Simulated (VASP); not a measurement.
# MgH2 (P4_2/mnm) in VASP: settings compared

The runs below take MgH2 through single point, with PBE, r2SCAN.

Program: VASP 6.6.1. These are calculated values, not measurements. Logs are shortened: lines on timing, memory, paths and dates and some standing lists are left out, and cuts for length are marked.

### Step 1. The cell of the first run

The structure is tetragonal, space group P4_2/mnm (No. 136). Conventional cell: a = 4.485 Å, b = 4.485 Å, c = 2.996 Å, α = 90.00°, β = 90.00°, γ = 90.00°. Within 2.6 Å of Mg (site symmetry mmm) lie 6 H at 1.93 to 1.94 Å. Within 2.6 Å of H (site symmetry m2m) lie 3 Mg at 1.93 to 1.94 Å and 1 H at 2.48 Å.

### Step 2. Single point, PBE

INCAR reads:

```
  ALGO = Normal
  EDIFF = 1E-7
  ENCUT = 520
  GGA = PE
  ISIF = 2
  ISMEAR = 0
  LASPH = True
  LCHARG = False
  LREAL = False
  LWAVE = False
  NBANDS = 13
  NELM = 100
  PREC = Accurate
  SIGMA = 0.01
```

KPOINTS reads:

```
k-points
0
Gamma
  4 4 6
```

POSCAR reads:

```
MgH2
1.0
    4.4848772627      0.0000000000      0.0000000000
    0.0000000000      4.4848772627      0.0000000000
    0.0000000000      0.0000000000      2.9964754819
Mg H
2 4
Direct
    0.0000000000      0.0000000000      0.0000000000
    0.5000000000      0.5000000000      0.5000000000
    0.3046815063      0.3046815063      0.0000000000
    0.1953184937      0.8046815063      0.5000000000
    0.8046815063      0.1953184937      0.5000000000
    0.6953184937      0.6953184937      0.0000000000
```

Potentials or basis: VASP PAW PBE potentials, release 64 (Mg, H).

The run is started by

```bash
cat potpaw_PBE.64/Mg/POTCAR potpaw_PBE.64/H/POTCAR > POTCAR
mpirun -np 1 vasp_std > vasp.out
```

OUTCAR:

```text
EDIFF = 1E-7
   ENCUT = 520
   GGA = PE
   ISIF = 2
   ISMEAR = 0
   LASPH = True
   LREAL = False
   NELM = 100
   PREC = Accurate

 ion  position               nearest neighbor table
   1  0.000  0.000  0.000-   3 1.93   6 1.93   5 1.94   4 1.94   4 1.94   5 1.94   2 3.51   2 3.51
                             2 3.51   2 3.51   2 3.51   2 3.51   2 3.51   2 3.51
   2  0.500  0.500  0.500-   4 1.93   5 1.93   3 1.94   6 1.94   3 1.94   6 1.94   1 3.51   1 3.51
                             1 3.51   1 3.51   1 3.51   1 3.51   1 3.51   1 3.51
   3  0.305  0.305  0.000-   1 1.93   2 1.94   2 1.94
   4  0.195  0.805  0.500-   2 1.93   1 1.94   1 1.94
   5  0.805  0.195  0.500-   2 1.93   1 1.94   1 1.94
   6  0.695  0.695  0.000-   1 1.93   2 1.94   2 1.94

  LATTYP: Found a simple tetragonal cell.
 ALAT       =     4.4848772627
 C/A-ratio  =     0.6681287595

  Lattice vectors:

 A1 = (   4.4848772627,   0.0000000000,   0.0000000000)
 A2 = (   0.0000000000,   4.4848772627,   0.0000000000)
 A3 = (   0.0000000000,   0.0000000000,   2.9964754819)

Analysis of symmetry for initial positions (statically):
=====================================================================
 Subroutine PRICEL returns:
 Original cell was already a primitive cell.

 Routine SETGRP: Setting up the symmetry group for a
 simple tetragonal supercell.

 Subroutine GETGRP returns: Found 16 space group operations
 (whereof  8 operations were pure point group operations)
 out of a pool of 16 trial point group operations.

The static configuration has the point symmetry D_2h.
 The point group associated with its full space group is D_4h.

Analysis of symmetry for dynamics (positions and initial velocities):
=====================================================================
 Subroutine PRICEL returns:
 Original cell was already a primitive cell.

 Routine SETGRP: Setting up the symmetry group for a
 simple tetragonal supercell.

 Subroutine GETGRP returns: Found 16 space group operations
 (whereof  8 operations were pure point group operations)
 out of a pool of 16 trial point group operations.

The dynamic configuration has the point symmetry D_2h.
 The point group associated with its full space group is D_4h.

 Subroutine INISYM returns: Found 16 space group operations
 (whereof  8 operations are pure point group operations),
 and found     1 'primitive' translations

----------------------------------------------------------------------------------------

                                     Primitive cell

  volume of cell :      60.2715

  direct lattice vectors                    reciprocal lattice vectors
     4.484877263  0.000000000  0.000000000     0.222971542  0.000000000  0.000000000
     0.000000000  4.484877263  0.000000000     0.000000000  0.222971542  0.000000000
     0.000000000  0.000000000  2.996475482     0.000000000  0.000000000  0.333725407

  length of vectors
     4.484877263  4.484877263  2.996475482     0.222971542  0.222971542  0.333725407

  position of ions in fractional coordinates (direct lattice)
     0.000000000  0.000000000  0.000000000
     0.500000000  0.500000000  0.500000000
     0.304681506  0.304681506  0.000000000
     0.195318494  0.804681506  0.500000000
     0.804681506  0.195318494  0.500000000
     0.695318494  0.695318494  0.000000000

  ion indices of the primitive-cell ions
   primitive index   ion index
                 1           1
                 2           2
                 3           3
                 4           4
                 5           5
                 6           6

----------------------------------------------------------------------------------------

 KPOINTS: k-points

Automatic generation of k-mesh.
 Grid dimensions read from file:
 generate k-points for:    4    4    6

 Generating k-lattice:

  Cartesian coordinates                     Fractional coordinates (reciprocal lattice)
     0.055742886  0.000000000  0.000000000     0.250000000  0.000000000  0.000000000
     0.000000000  0.055742886  0.000000000     0.000000000  0.250000000  0.000000000
     0.000000000  0.000000000  0.055620901     0.000000000  0.000000000  0.166666667

  Length of vectors
     0.055742886  0.055742886  0.055620901

  Shift w.r.t. Gamma in fractional coordinates (k-lattice)
     0.000000000  0.000000000  0.000000000

 Subroutine IBZKPT returns following result:
 ===========================================

 Found     24 irreducible k-points:

 Following reciprocal coordinates:
            Coordinates               Weight
  0.000000  0.000000  0.000000      1.000000
  0.250000  0.000000  0.000000      4.000000
  0.500000  0.000000  0.000000      2.000000
  0.250000  0.250000  0.000000      4.000000
  0.500000  0.250000  0.000000      4.000000
  0.500000  0.500000  0.000000      1.000000
[... 16 lines left out ...]
  0.500000  0.250000  0.500000      4.000000
  0.500000  0.500000  0.500000      1.000000
   k-points           NKPTS =     24   k-points in BZ     NKDIM =     24   number of bands    NBANDS=     13
   number of dos      NEDOS =    301   number of ions     NIONS =      6
   total plane-waves  NPLWV =  31104
   dimension x,y,z NGX =    36 NGY =   36 NGZ =   24
   dimension x,y,z NGXF=    72 NGYF=   72 NGZF=   48
   ions per type =               2   4
   NGX,Y,Z   is equivalent  to a cutoff of  13.34, 13.34, 13.32 a.u.
   NGXF,Y,Z  is equivalent  to a cutoff of  26.69, 26.69, 26.63 a.u.
 SYSTEM =  unknown system
   PREC   = accura    normal or accurate (medium, high low for compatibility)
   ISTART =      0    job   : 0-new  1-cont  2-samecut
   ICHARG =      2    charge: 1-file 2-atom 10-const
   ISPIN  =      1    spin polarized calculation?
   LNONCOLLINEAR =      F non collinear calculations
   LSORBIT =      F    spin-orbit coupling
   LASPH  =      T    aspherical Exc in radial PAW
   ENCUT  =  520.0 eV  38.22 Ry    6.18 a.u.   8.34  8.34  5.57*2*pi/ulx,y,z
   NELM   =    100;   NELMIN=  2; NELMDL= -5     # of ELM steps
   EDIFF  = 0.1E-06   stopping-criterion for ELM
   LREAL  =      F    real-space projection
   EDIFFG = 0.1E-05   stopping-criterion for IOM
   NSW    =      0    number of steps for IOM
   IBRION =     -1    ionic relax: 0-MD 1-quasi-New 2-CG
   NFREE  =      0    steps in history (QN), initial steepest desc. (CG)
   ISIF   =      2    stress and relaxation
   ISYM   =      2    0-nonsym 1-usesym 2-fastsym
   POTIM  = 0.5000    time-step for ionic-motion
   TEBEG  =    0.0;   TEEND  =   0.0 temperature during run
   PSTRESS=    0.0 pullay stress
   NELECT =       8.0000    total number of electrons
   NUPDOWN=      -1.0000    fix difference up-down
   EMIN   =  10.00;   EMAX   =-10.00  energy-range for DOS
   EFERMI =   0.00;   METHOD = LEGACY
   ISMEAR =     0;   SIGMA  =   0.01  broadening in eV -4-tet -1-fermi 0-gaus
   EFERMI_NEDOS =   21; number of points for ismear=-14 and -15
   IALGO  =     38    algorithm
   IMIX   =      4    mixing-type and parameters
     AMIX     =   0.40;   BMIX     =  1.00
     AMIX_MAG =   1.60;   BMIX_MAG =  1.00
  volume/ion in A,a.u.               =      10.05        67.79
  Fermi-wavevector in a.u.,A,eV,Ry     =   0.835092  1.578095  9.488408  0.697378
  Thomas-Fermi vector in A             =   1.948592
   LORBIT       =      0    0 simple, 1 ext, 2 COOP (PROOUT), +10 PAW based schemes
   GGA     = PE    functional components
   LHFCALC =     F    Hartree Fock is set to
   AEXX    =    0.0000 exact exchange contribution
   IVDW    =     0    specifies the selected vdW correction
   LEPSILON=     F    determine dielectric tensor
   LRPA    =     F    only Hartree local field effects (RPA)
 non-spin polarized calculation
 Gauss-broadening in eV      SIGMA  =   0.01
  energy-cutoff  :      520.00
  volume of cell :       60.27
 maximum number of plane-waves:      1648
 NGX is ok and might be reduce to    36
   NGX = 17   NGY = 17   NGZ = 11

 number of electron       8.0000002 magnetization

 Free energy of the ion-electron system (eV)
  ---------------------------------------------------
  ext. energy  EPLUGINS =         0.00000000
  ---------------------------------------------------
  free energy    TOTEN  =       -17.65013099 eV

  energy without entropy =      -17.65013099  energy(sigma->0) =      -17.65013099

 E-fermi :  -0.5097     XC(G=0):  -8.4601

 val. band max:       -0.5589656920   @ k =   0.2500   0.0000   0.0000
 cond. band min:       3.3841073979   @ k =   0.5000   0.5000   0.5000
 fundamental gap:      3.9430730899
 Fermi energy:        -0.5097092670

 k-point     1 :       0.0000    0.0000    0.0000
  band No.  band energies     occupation
      1      -7.0407      2.00000
      2      -1.9916      2.00000
      3      -1.9916      2.00000
      4      -0.9698      2.00000
      5       4.1984      0.00000
      6       4.5809      0.00000
      7       8.7211      0.00000
      8       8.7211      0.00000
      9      10.5324      0.00000
     10      10.8694      0.00000
     11      11.8086      0.00000
     12      14.7049      0.00000
     13      14.7049      0.00000

 k-point     2 :       0.2500    0.0000    0.0000
  band No.  band energies     occupation
      1      -6.6232      2.00000
      2      -3.5576      2.00000
      3      -1.7176      2.00000
      4      -0.5590      2.00000
      5       4.2333      0.00000
      6       5.9673      0.00000
      7       6.6847      0.00000
      8       9.6635      0.00000
      9      11.2577      0.00000
     10      12.6347      0.00000
     11      12.9898      0.00000
     12      13.3031      0.00000
     13      14.2501      0.00000

 k-point     3 :       0.5000    0.0000    0.0000
  band No.  band energies     occupation
      1      -5.4069      2.00000
      2      -5.4069      2.00000
      3      -1.0379      2.00000
      4      -1.0379      2.00000
      5       4.8478      0.00000
      6       4.8478      0.00000
      7       9.6324      0.00000
      8       9.6324      0.00000
      9      11.3615      0.00000
     10      11.3615      0.00000
     11      12.4103      0.00000
     12      12.4103      0.00000
     13      15.6232      0.00000

 k-point     4 :       0.2500    0.2500    0.0000
  band No.  band energies     occupation
      1      -6.2150      2.00000
      2      -3.5469      2.00000
      3      -2.7468      2.00000
      4      -0.9048      2.00000
      5       5.2431      0.00000
      6       6.3207      0.00000
      7       7.6663      0.00000
      8       9.6403      0.00000
      9      11.6471      0.00000
     10      12.0987      0.00000
     11      12.9279      0.00000
     12      13.8762      0.00000
     13      13.9109      0.00000

 k-point     5 :       0.5000    0.2500    0.0000
  band No.  band energies     occupation
      1      -5.0395      2.00000
      2      -5.0395      2.00000
      3      -2.0761      2.00000
      4      -2.0761      2.00000
      5       6.3187      0.00000
      6       6.3187      0.00000
      7       9.8188      0.00000
      8       9.8188      0.00000
      9      11.4862      0.00000
     10      11.4862      0.00000
     11      12.7997      0.00000
     12      12.7997      0.00000
     13      14.2662      0.00000
[... 257 lines left out ...]
 k-point    22 :       0.2500    0.2500    0.5000
  band No.  band energies     occupation
      1      -3.0759      2.00000
      2      -2.9953      2.00000
      3      -1.2935      2.00000
      4      -1.0861      2.00000
      5       3.6699      0.00000
      6       4.5056      0.00000
      7       5.5196      0.00000
      8       6.1542      0.00000
      9       8.6264      0.00000
     10      10.2913      0.00000
     11      10.5876      0.00000
     12      11.9589      0.00000
     13      13.0983      0.00000

 k-point    23 :       0.5000    0.2500    0.5000
  band No.  band energies     occupation
      1      -2.6508      2.00000
      2      -2.6508      2.00000
      3      -1.5350      2.00000
      4      -1.5350      2.00000
      5       3.7527      0.00000
      6       3.7527      0.00000
      7       4.8764      0.00000
      8       4.8764      0.00000
      9      10.1493      0.00000
     10      10.1493      0.00000
     11      12.3989      0.00000
     12      12.3989      0.00000
     13      14.6258      0.00000

 k-point    24 :       0.5000    0.5000    0.5000
  band No.  band energies     occupation
      1      -2.4306      2.00000
      2      -2.4306      2.00000
      3      -1.4833      2.00000
      4      -1.4833      2.00000
      5       3.3841      0.00000
      6       3.3841      0.00000
      7       3.6582      0.00000
      8       3.6582      0.00000
      9      12.6264      0.00000
     10      12.6264      0.00000
     11      13.8611      0.00000
     12      13.8611      0.00000
     13      15.8350      0.00000

------------------------ aborting loop because EDIFF is reached ----------------------------------------

  FORCE on cell =-STRESS in cart. coord.  units (eV):
  Direction    XX          YY          ZZ          XY          YZ          ZX
  --------------------------------------------------------------------------------------
  -------------------------------------------------------------------------------------
  Total        0.2620241      0.2620241      0.3267914     -0.0000000      0.0000000      0.0000000
  in kB        6.9653025      6.9653025      8.6869900     -0.0000000      0.0000000      0.0000000
  external PRESSURE =       7.5391983 kB  Pullay stress =       0.0000000 kB

 VOLUME and BASIS-vectors are now :
 -----------------------------------------------------------------------------
  energy-cutoff  :      520.00
  volume of cell :       60.27
      direct lattice vectors                 reciprocal lattice vectors
     4.484877263  0.000000000  0.000000000     0.222971542  0.000000000  0.000000000
     0.000000000  4.484877263  0.000000000     0.000000000  0.222971542  0.000000000
     0.000000000  0.000000000  2.996475482     0.000000000  0.000000000  0.333725407

 POSITION                                       TOTAL-FORCE (eV/Angst)
 -----------------------------------------------------------------------------------
      0.00000      0.00000      0.00000         0.000000      0.000000      0.000000
      2.24244      2.24244      1.49824         0.000000      0.000000      0.000000
      1.36646      1.36646      0.00000        -0.011468     -0.011468      0.000000
      0.87598      3.60890      1.49824         0.011468     -0.011468      0.000000
      3.60890      0.87598      1.49824        -0.011468      0.011468     -0.000000
      3.11842      3.11842      0.00000         0.011468      0.011468     -0.000000
 -----------------------------------------------------------------------------------
    total drift:                                0.000000     -0.000000      0.000000

  FREE ENERGIE OF THE ION-ELECTRON SYSTEM (eV)
  ---------------------------------------------------
  free  energy   TOTEN  =       -17.6501309914 eV

  energy  without entropy=      -17.6501309914  energy(sigma->0) =      -17.65013099
```

Wall time 29 s (1 thread of AMD EPYC 7R13 (Zen 3), shared host); peak memory 0.15 GiB.

What came out:

| Property | Result |
| --- | --- |
| Free energy | -17.6501 eV |
| Pressure | 0.8 GPa |
| Largest force | 0.016 eV/Å |
| Band gap on the k mesh | 3.94 eV, indirect (least direct gap 4.76 eV) |

Forces in eV/Å, atoms in the order of the input:
```
Mg   0.000  0.000  0.000
Mg   0.000  0.000  0.000
H   -0.011 -0.011  0.000
H    0.011 -0.011  0.000
H   -0.011  0.011  0.000
H    0.011  0.011  0.000
```

Stress tensor (GPa, compression positive):
```
0.70 0.00 0.00
0.00 0.70 0.00
0.00 0.00 0.87
```

A k mesh can miss the band edges. A hybrid or GW would open this gap; PBE tends to underestimate it.

### Step 3. Single point, PBE

INCAR reads:

```
SYSTEM = MgH2
  PREC = Accurate
  ENCUT = 520
  EDIFF = 1E-7
  ISMEAR = 0
  SIGMA = 0.01
  LREAL = .FALSE.
  LASPH = .TRUE.
  NELM = 60
  ALGO = Normal
  ISIF = 2
  LWAVE = .FALSE.
  LCHARG = .FALSE.
  GGA = PE
  NBANDS = 13
```

KPOINTS reads:

```
Automatic mesh
0
G
  4 4 6
  0 0 0
```

POSCAR is that of step 2.

Potentials or basis: VASP PAW PBE potentials, release 64 (Mg, H).

The run is started by

```bash
cat potpaw_PBE.64/Mg/POTCAR potpaw_PBE.64/H/POTCAR > POTCAR
mpirun -np 1 vasp_std > vasp.out
```

It used 25 s of CPU time on 1 thread of AMD EPYC 7R13 Processor (Zen 3), on a shared host.

The run converged. Its results:

| Quantity | Value |
| --- | --- |
| Free energy | -17.6501 eV |
| Pressure | 0.8 GPa |
| Largest force | 0.016 eV/Å |
| Band gap on the k mesh | 3.94 eV, indirect (least direct gap 4.76 eV) |

Forces on the atoms (eV/Å):
```
Mg   0.000  0.000  0.000
Mg   0.000  0.000  0.000
H   -0.011 -0.011  0.000
H    0.011 -0.011  0.000
H   -0.011  0.011  0.000
H    0.011  0.011  0.000
```

Stress tensor (GPa, compression positive):
```
0.70 0.00 0.00
0.00 0.70 0.00
0.00 0.00 0.87
```

Levels at points of the mesh, in eV from the valence-band top:
```tsv
k point	band 2	band 3	band 4	band 5	band 6	band 7
(0.00, 0.00, 0.00)	-1.43	-1.43	-0.41	4.76	5.14	9.28
(0.50, 0.00, 0.00)	-4.85	-0.48	-0.48	5.41	5.41	10.19
(0.50, 0.50, 0.00)	-3.76	-2.74	-2.74	9.18	9.18	9.29
(0.00, 0.00, 0.50)	-3.02	-0.05	-0.05	6.44	6.44	6.88
(0.50, 0.00, 0.50)	-2.27	-1.06	-1.06	5.24	5.24	6.91
(0.50, 0.50, 0.50)	-1.87	-0.92	-0.92	3.94	3.94	4.22
```

### Step 4. Single point, r2SCAN

POSCAR is that of step 3.

INCAR.step1 reads:

```
SYSTEM = MgH2
  ALGO = Normal
  EDIFF = 1E-4
  ENCUT = 520
  GGA = PE
  ISMEAR = 0
  LASPH = .TRUE.
  LCHARG = .FALSE.
  LREAL = .FALSE.
  LWAVE = .TRUE.
  NBANDS = 13
  NELM = 80
  PREC = Accurate
  SIGMA = 0.01
```

INCAR.step2 reads:

```
SYSTEM = MgH2
  ALGO = Normal
  EDIFF = 1E-6
  ENCUT = 520
  ISIF = 2
  ISMEAR = 0
  ISTART = 1
  LASPH = .TRUE.
  LCHARG = .TRUE.
  LELF = .TRUE.
  LMIXTAU = .TRUE.
  LREAL = .FALSE.
  LVHAR = .TRUE.
  LWAVE = .FALSE.
  METAGGA = R2SCAN
  NBANDS = 13
  NELM = 80
  PREC = Accurate
  SIGMA = 0.01
```

KPOINTS reads:

```
k-points
0
G
  4 4 6
  0 0 0
```

The run is started by

```bash
cat potpaw_PBE.64/Mg/POTCAR potpaw_PBE.64/H/POTCAR > POTCAR
cp INCAR.step1 INCAR
mpirun -np 1 vasp_std > vasp.out
cp INCAR.step2 INCAR
mpirun -np 1 vasp_std > vasp.out
```

It used 92 s of CPU time on 1 thread of AMD EPYC 7R13 Processor (Zen 3), with other jobs on the host.

Results (log left out):

```
Free energy            : -23.7261 eV
Pressure               : -0.4 GPa
Band gap on the k mesh : 4.59 eV, indirect (least direct gap 5.38 eV)
```

Stress tensor (GPa, compression positive):
```
-0.39  0.00  0.00
 0.00 -0.39  0.00
 0.00  0.00 -0.51
```

Levels at points of the mesh, in eV from the valence-band top:
| k point | band 1 | band 2 | band 3 | band 4 | band 5 | band 6 | band 7 | band 8 | band 9 |
| --- | --- | --- | --- | --- | --- | --- | --- | --- | --- |
| (0.00, 0.00, 0.00) | -6.57 | -1.44 | -1.44 | -0.37 | 5.28 | 5.76 | 10.00 | 10.00 | 11.87 |
| (0.50, 0.00, 0.00) | -4.89 | -4.89 | -0.49 | -0.49 | 6.02 | 6.02 | 10.93 | 10.93 | 12.89 |
| (0.50, 0.50, 0.00) | -3.77 | -3.77 | -2.74 | -2.74 | 9.89 | 9.89 | 9.97 | 9.97 | 14.39 |
| (0.00, 0.00, 0.50) | -3.05 | -3.05 | -0.07 | -0.07 | 7.16 | 7.16 | 7.57 | 7.57 | 9.60 |
| (0.50, 0.00, 0.50) | -2.31 | -2.31 | -1.04 | -1.04 | 5.84 | 5.84 | 7.54 | 7.54 | 9.51 |
| (0.50, 0.50, 0.50) | -1.92 | -1.92 | -0.95 | -0.95 | 4.59 | 4.59 | 4.77 | 4.77 | 14.14 |

Caveat: the PAW data sets were made with another functional, which shifts forces and pressure a little. r2SCAN opens gaps a little over a GGA but as a rule still falls short of measured ones.
